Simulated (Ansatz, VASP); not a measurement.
# Two plane-wave programs on RbBr

```xyz
4
Lattice="5.9421 0.0000 0.0000 -2.9710 5.1460 0.0000 0.0000 0.0000 6.9565" Properties=species:S:1:pos:R:3 pbc="T T T"
Rb    0.0000    3.4307   -0.4313
Rb    2.9710    1.7153    3.0470
Br    0.0000    3.4307    3.0469
Br    2.9710    1.7153    6.5252
```

Alike in both runs: functional PBE; k mesh 10 × 10 × 6; occupations fermi-dirac, width 0.05 eV; no spin polarisation.

Ansatz relaxed the structure, and its values are those at the end. VASP's run is a single point on that final structure, the one shown.

|  | VASP | Ansatz |
| --- | --- | --- |
| version | VASP 6.6.1 | Ansatz 0.2.0 |
| potentials or method | VASP PAW PBE potentials, release 64 (Rb_sv, Br) | PAW with Ansatz's default frozen-core files, scalar-relativistic |
| plane-wave cutoff (eV) | 520 | 420 |
| valence electrons in the cell | 32 | 32 |

|  | VASP | Ansatz | Ansatz less VASP |
| --- | --- | --- | --- |
| gap on the k mesh at the Fermi level (eV) | 4.02 | 4.02 | +0.002 |
| pressure (GPa) | 0.0 | 0.0 | -0.01 |

Ansatz's warnings: xc potential rough in thin density.
